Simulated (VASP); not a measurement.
A run of VASP 6.6.1 is set up as follows.

File INCAR:

```
SYSTEM = Ti
ALGO = Normal
EDIFF = 1E-7
ENCUT = 520
GGA = PE
ISIF = 2
ISMEAR = -1
LASPH = .TRUE.
LCHARG = .TRUE.
LELF = .TRUE.
LREAL = .FALSE.
LVHAR = .TRUE.
LWAVE = .FALSE.
NBANDS = 19
NELM = 60
PREC = Accurate
SIGMA = 0.1
```

The input KPOINTS:

```
k-points
0
G
  16 16 16
  0 0 0
```

File POSCAR:

```
Ti
1.0
    0.0000000000      2.9239063478      2.9239063478
    2.9239063478      0.0000000000      2.9239063478
    2.9239063478      2.9239063478      0.0000000000
Ti
2
Direct
    0.1250000000      0.1250000000      0.1250000000
    0.8750000000      0.8750000000      0.8750000000
```

Potentials or basis: VASP PAW PBE potentials, release 64 (Ti_sv).

The run is started by

```bash
$ cat potpaw_PBE.64/Ti_sv/POTCAR > POTCAR
$ mpirun -np 1 vasp_std > vasp.out
```

(1) What does it give for the band gap on the k mesh?

(2) Predict the pressure.

## Answers

(1) zero (band 12 reaches 4.71 eV, above the bottom of band 13 at 4.51 eV).

(2) -2.0 GPa.
